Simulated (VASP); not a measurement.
# GdB: single point with PBEsol

GdB:

```
Gd B
1.0
     0.00000    2.68974    2.68974
     2.68974    0.00000    2.68974
     2.68974    2.68974    0.00000
Gd B
1 1
Direct
  0.50000 0.50000 0.50000
  0.00000 0.00000 0.00000
```

```json
{
  "Program": "VASP 6.6.1",
  "Task": "single point",
  "Functional": "PBEsol",
  "Potentials or basis": "VASP PAW PBE potentials, release 64 (Gd, B)",
  "Cutoff": "520 eV",
  "k mesh": "10 × 10 × 10",
  "Occupations": "gaussian, width 0.05 eV",
  "Spin": "collinear spin, ferromagnetic start",
  "Starting moments": "[7.79, 0.0] μB"
}
```

The pressure is -2.3 GPa, the net moment is 8.03 μB per cell and the site moments are Gd +7.00; B +0.22 μB. The valence electrons inside the program's atomic spheres are Gd 15.18; B 1.62.

Levels at points of the mesh, in eV from the Fermi level:
Spin up:
| k point | band 13 | band 14 | band 15 | band 16 | band 17 | band 18 |
| --- | --- | --- | --- | --- | --- | --- |
| (0.00, 0.00, 0.00) | 1.96 | 1.96 | 1.96 | 2.45 | 2.45 | 2.45 |
| (0.50, 0.00, 0.00) | -3.53 | -1.09 | -1.09 | 5.03 | 5.03 | 5.57 |
| (0.50, 0.50, 0.00) | -0.81 | -0.43 | 1.43 | 1.43 | 4.89 | 6.08 |
Spin down:
| k point | band 4 | band 5 | band 6 | band 7 | band 8 | band 9 |
| --- | --- | --- | --- | --- | --- | --- |
| (0.00, 0.00, 0.00) | -18.95 | -6.96 | 0.85 | 0.85 | 0.85 | 1.31 |
| (0.50, 0.00, 0.00) | -19.01 | -3.85 | -2.70 | -0.27 | -0.27 | 1.35 |
| (0.50, 0.50, 0.00) | -19.16 | -5.45 | 0.15 | 0.47 | 0.86 | 0.86 |

Wall time 110 s on 1 thread of AMD EPYC 9R45 96-Core Processor (Zen 5) (shared host), peak memory 0.2 GiB.

Caveat: the PAW data sets were made with another functional, which shifts forces and pressure a little; spin-orbit coupling is left out, which moves the levels of the heavy elements; a cell with one magnetic atom can't hold antiferromagnetic order, which such compounds often take; semilocal functionals describe open f shells poorly, which spoils levels, moments and volumes. The state reached can hang on the start; a lower one may exist.
